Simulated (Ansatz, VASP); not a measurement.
# HgTe: VASP beside Ansatz

File INCAR:

```
PREC = Accurate ; ENCUT = 520
EDIFF = 1E-6 ; ISMEAR = 0
SIGMA = 0.15 ; LREAL = F
LASPH = T ; NELM = 100
ALGO = Normal ; ISIF = 2
LWAVE = F ; LCHARG = T
GGA = PE ; LELF = T
LVHAR = T ; NBANDS = 16
```

KPOINTS

```
regular mesh
0
Gamma
  14 14 14
```

File POSCAR:

```
HgTe
1.0
    0.0000000000      2.8719565913      4.0609466201
    2.8719565913      0.0000000000      4.0609466201
    2.8719565913      2.8719565913      0.0000000000
Hg Te
1 1
Direct
    0.0000000000      0.0000000000      0.0000000000
    0.7500000000      0.7500000000      0.7500000000
```

Input for Ansatz:

```yaml
crystal:
  lattice:
    - [0.0, 2.8719565913, 4.0609466201]
    - [2.8719565913, 0.0, 4.0609466201]
    - [2.8719565913, 2.8719565913, 0.0]
  atoms:
    - { symbol: Hg, position: [0.0, 0.0, 0.0] }
    - { symbol: Te, position: [0.75, 0.75, 0.75] }
basis:
  ecutwfc: 420
kpoints:
  mp_grid: { grid: [14, 14, 14] }
hamiltonian:
  xc: pbe
scf:
  occupations: { method: gaussian, width: 0.15 }
output:
  forces: true
  stress: true
  eigenvalues: true
```

Alike in both runs: task single point; functional PBE; k mesh 14 × 14 × 14; occupations gaussian, width 0.15 eV; no spin polarisation.

|  | VASP | Ansatz |
| --- | --- | --- |
| version | VASP 6.6.1 | Ansatz 0.2.0 |
| potentials or method | VASP PAW PBE potentials, release 64 (Hg, Te), cutoff 520 eV | scalar-relativistic, plane waves, PAW |
| valence electrons in the cell | 18 | 36 |

Ansatz gave:

- gap on the k mesh at the Fermi level (eV): none
- pressure (GPa): 2.4
- traceless stress, the component that is largest in VASP (GPa): -4.88

Q: What did VASP give for the same quantities?

A: gap on the k mesh at the Fermi level (eV): none; pressure (GPa): 2.5; traceless stress, the component that is largest in VASP (GPa): -4.86.

A gap of «none» marks a metal or a gap that the smearing closes. The functional is the same, so the differences come from potentials, cutoffs and numerics. VASP's potentials hold 18 valence electrons a cell and Ansatz's 36, so a difference there can come from the potentials and not from the codes.

Neither program's run includes spin-orbit coupling.
